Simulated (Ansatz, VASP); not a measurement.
One calculation of SiO2, two programs

```
Si O
1.0
     5.05968    0.00000    0.00000
    -2.52984    4.38181    0.00000
     0.00000    0.00000    5.43026
Si O
3 6
Direct
  0.00000 0.50000 0.33333
  0.50000 0.50000 0.66667
  0.50000 0.00000 0.00000
  0.58621 0.79311 0.83333
  0.79311 0.58621 0.50000
  0.79311 0.20689 0.16667
  0.41379 0.20689 0.83333
  0.20689 0.41379 0.50000
  0.20689 0.79311 0.16667
```

Change from the starting cell: strain along c alone, the other axes held, atoms relaxed: -2.0 %.

Alike in both runs: functional r2SCAN; k mesh 6 × 6 × 4; occupations gaussian, width 0.02 eV; no spin polarisation.

Ansatz relaxed the structure, and its values are those at the end. VASP's run is a single point on that final structure, the one shown.

```csv
,VASP,Ansatz
version,VASP 6.6.1,Ansatz 0.2.0
potentials or method,"VASP PAW PBE potentials, release 64 (Si, O), cutoff 520 eV","scalar-relativistic, plane waves, PAW"
valence electrons in the cell,48,48
```

Ansatz gave:

```
gap on the k mesh at the Fermi level (eV) : 6.38
least direct gap on the mesh (eV)         : 6.61
pressure (GPa)                            : 3.1
rms of the force components (eV/Å)        : 0.000
```

Problem. What did VASP give for the same quantities?

Solution. gap on the k mesh at the Fermi level (eV): 6.37; least direct gap on the mesh (eV): 6.61; pressure (GPa): 3.3; rms of the force components (eV/Å): 0.006.

VASP's potentials were made for PBE, not for r2SCAN. Ansatz's warnings: stress scf threshold loose.
